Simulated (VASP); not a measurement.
Runs of VASP 6.6.1 on RuPt2. The structure is that of space group P6/mmm (No. 191), or close to it. The cells are those of the table. 

| task | potentials or basis | spin | cell | k mesh | cutoff (eV) | second run | gap on the mesh (eV) | pressure (GPa) | relaxed volume (Å³/atom) |
| --- | --- | --- | --- | --- | --- | --- | --- | --- | --- |
| relaxation of cell and atoms | VASP PAW PBE potentials, release 64 (Ru_pv, Pt) | off | relaxed from a = 4.500, b = 4.500, c = 2.618 Å, angles 90.0, 90.0, 120.0°, 3 atoms | 6 × 6 × 6 | 600 | - | none | 0.0 | 15.37 |
| single point | VASP PAW PBE potentials, release 64 (Ru_pv, Pt) | off | a = 4.462, b = 4.462, c = 2.680 Å, angles 90.0, 90.0, 120.0°, 3 atoms | 6 × 6 × 6 | 520 | - | none | -0.5 | - |
| single point | VASP PAW PBE potentials, release 64 (Ru_pv, Pt) | off | a = 3.556, b = 3.556, c = 3.840 Å, angles 90.0, 90.0, 120.0°, 3 atoms | 6 × 6 × 4 | 520 | - | none | 138.0 | - |
| single point | VASP PAW PBE potentials, release 64 (Ru_sv, Pt_sv_GW) | off | a = 3.556, b = 3.556, c = 3.840 Å, angles 90.0, 90.0, 120.0°, 3 atoms | 6 × 6 × 4 | 600 | valence_matched | none | 149.3 | - |
| relaxation of cell and atoms | VASP PAW PBE potentials, release 64 (Ru_pv, Pt) | off | relaxed from a = 3.556, b = 3.556, c = 3.840 Å, angles 90.0, 90.0, 120.0°, 3 atoms | 6 × 6 × 4 | 600 | - | none | 0.1 | (b) |
| single point | VASP PAW PBE potentials, release 64 (Ru_pv, Pt) | collinear, ferromagnetic start | a = 4.462, b = 4.462, c = 2.680 Å, angles 90.0, 90.0, 120.0°, 3 atoms | 6 × 6 × 6 | 520 | - | none | 0.9 | - |
| single point | VASP PAW PBE potentials, release 64 (Ru_pv, Pt) | off | a = 4.500, b = 4.500, c = 2.618 Å, angles 90.0, 90.0, 120.0°, 3 atoms | 6 × 6 × 4 | 520 | - | none | (a) | - |

Alike in all rows: level PBE; smearing gaussian 0.1 eV.

**Question.** Fill in the values left out.

**Answer.** (a) -0.3; (b) 15.27.

Caveats: all runs use coarse meshes; spin-orbit coupling is left out, which moves the levels of the heavy elements.

A k mesh can miss the band edges, and the runs leave out spin-orbit coupling on Pt, Ru.

A gap of «none» marks levels without a gap at the run's occupations.

The runs don't all hold the same shells in valence.
